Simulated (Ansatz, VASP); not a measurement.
## MnCo2N2 in VASP and in Ansatz

```xyz
5
Lattice="2.8779 0.0000 0.0000 -1.4390 2.4924 0.0000 0.0000 0.0000 6.4526" Properties=species:S:1:pos:R:3 pbc="T T T"
Mn    0.0000    0.0000    3.2263
Co    1.4390    0.8308    1.0606
Co    0.0000    1.6616    5.3920
N     1.4390    0.8308    4.4869
N     0.0000    1.6616    1.9657
```

Alike in both runs: task relaxation of cell and atoms; functional PBE; k mesh 12 × 12 × 6; occupations gaussian, width 0.1 eV; no spin polarisation.

|  | VASP | Ansatz |
| --- | --- | --- |
| version | VASP 6.6.1 | Ansatz 0.2.0 |
| potentials or method | VASP PAW PBE potentials, release 64 (Mn_pv, Co, N), cutoff 600 eV | scalar-relativistic, plane waves, PAW |
| valence electrons in the cell | 41 | 59 |

VASP gave:

* gap on the k mesh at the Fermi level, each at its own relaxed structure (eV): none
* relaxed volume (Å³/atom): 8.77
* relaxed length of the cell vector where the two differ most in proportion (Å): 6.489

Problem. What did Ansatz give for the same quantities?

Solution. gap on the k mesh at the Fermi level, each at its own relaxed structure (eV): none; relaxed volume (Å³/atom): 8.76; relaxed length of the cell vector where the two differ most in proportion (Å): 6.513.

A gap of «none» marks a metal or a gap that the smearing closes. VASP's potentials hold 41 valence electrons a cell and Ansatz's 59, so a difference there can come from the potentials and not from the codes.
